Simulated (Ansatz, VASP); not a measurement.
## GaP: VASP beside Ansatz

Contents of INCAR:

```
PREC     = Accurate       # precision mode
ENCUT    = 520            # plane-wave cutoff, eV
EDIFF    = 1E-6           # SCF threshold, eV
ISMEAR   = 0              # smearing method
SIGMA    = 0.05           # smearing width, eV
LREAL    = False          # projectors in reciprocal space
LASPH    = True           # aspherical terms in the spheres
NELM     = 100            # most SCF steps
ALGO     = Normal         # electronic algorithm
ISIF     = 2              # what is computed and relaxed
LWAVE    = False          # write WAVECAR
LCHARG   = False          # write CHGCAR
GGA      = PE             # functional
NBANDS   = 26             # bands
```

Contents of KPOINTS:

```
regular mesh
0
Gamma
  8 6 8
```

POSCAR

```
GaP
1.0
    3.8926748957      0.0000000000      0.0000000000
    0.0000000000      5.5050736314      0.0000000000
    0.0000000000      0.0000000000      3.8926748957
Ga P
2 2
Direct
    0.0000000000      0.0000000000      0.0000000000
    0.5000000000      0.5000000000      0.5000000000
    1.0000000000      0.7500000000      0.5000000000
    0.5000000000      0.2500000000      1.0000000000
```

Input for Ansatz:

```yaml
crystal:
  lattice:
    - [3.8926748957, 0.0, 0.0]
    - [0.0, 5.5050736314, 0.0]
    - [0.0, 0.0, 3.8926748957]
  atoms:
    - { symbol: Ga, position: [0.0, 0.0, 0.0] }
    - { symbol: P, position: [1.0, 0.75, 0.5] }
    - { symbol: Ga, position: [0.5, 0.5, 0.5] }
    - { symbol: P, position: [0.5, 0.25, 1.0] }
basis:
  ecutwfc: 420
kpoints:
  mp_grid: { grid: [8, 6, 8] }
hamiltonian:
  xc: pbe
scf:
  occupations: { method: gaussian, width: 0.05 }
output:
  forces: true
  stress: true
  eigenvalues: true
```

Alike in both runs: task single point; functional PBE; k mesh 8 × 6 × 8; occupations gaussian, width 0.05 eV; no spin polarisation.

```csv
,VASP,Ansatz
version,VASP 6.6.1,Ansatz 0.2.0
potentials or method,"VASP PAW PBE potentials, release 64 (Ga_d, P), cutoff 520 eV","scalar-relativistic, plane waves, PAW"
valence electrons in the cell,36,36
```

```csv
,VASP,Ansatz,Ansatz less VASP
gap on the k mesh at the Fermi level (eV),1.58,1.58,+0.003
least direct gap on the mesh (eV),1.58,1.58,+0.003
pressure (GPa),0.0,0.0,+0.03
```
